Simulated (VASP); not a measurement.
Here is a VASP 6.6.1 calculation.

Contents of INCAR:

```
SYSTEM = Os
PREC = Accurate
ENCUT = 520
EDIFF = 1E-6
ISMEAR = 0
SIGMA = 0.01
LREAL = .False.
LASPH = .True.
NELM = 100
ALGO = Normal
ISIF = 2
LWAVE = .False.
LCHARG = .False.
GGA = PS
NBANDS = 15
```

KPOINTS

```
Automatic mesh
0
Gamma
  3 3 2
  0 0 0
```

Contents of POSCAR:

```
Os
1.0
    2.7341000000      0.0000000000      0.0000000000
   -1.3670500000      2.3678000600      0.0000000000
    0.0000000000      0.0000000000      4.3197000000
Os
2
Direct
    0.3333333300      0.6666666700      0.2500000000
    0.6666666700      0.3333333300      0.7500000000
```

Potentials or basis: VASP PAW PBE potentials, release 64 (Os).

Command:

```sh
$ cat potpaw_PBE.64/Os/POTCAR > POTCAR
$ mpirun -np 1 vasp_std > vasp.out
```

Task: Estimate the pressure.

Result: 7.1 GPa.

Task: What does it give for the band gap on the k mesh?

Result: Zero (band 8 reaches 10.77 eV, above the bottom of band 9 at 7.72 eV).

Stress tensor (GPa, compression positive):
```
 27.16   0.00   0.00
  0.00  27.16   0.00
  0.00   0.00 -32.94
```

Caveat: the k points lie up to 0.88 Å⁻¹ apart; the PAW data sets were made with another functional, which shifts forces and pressure a little; spin-orbit coupling is left out, which moves the levels of the heavy elements.
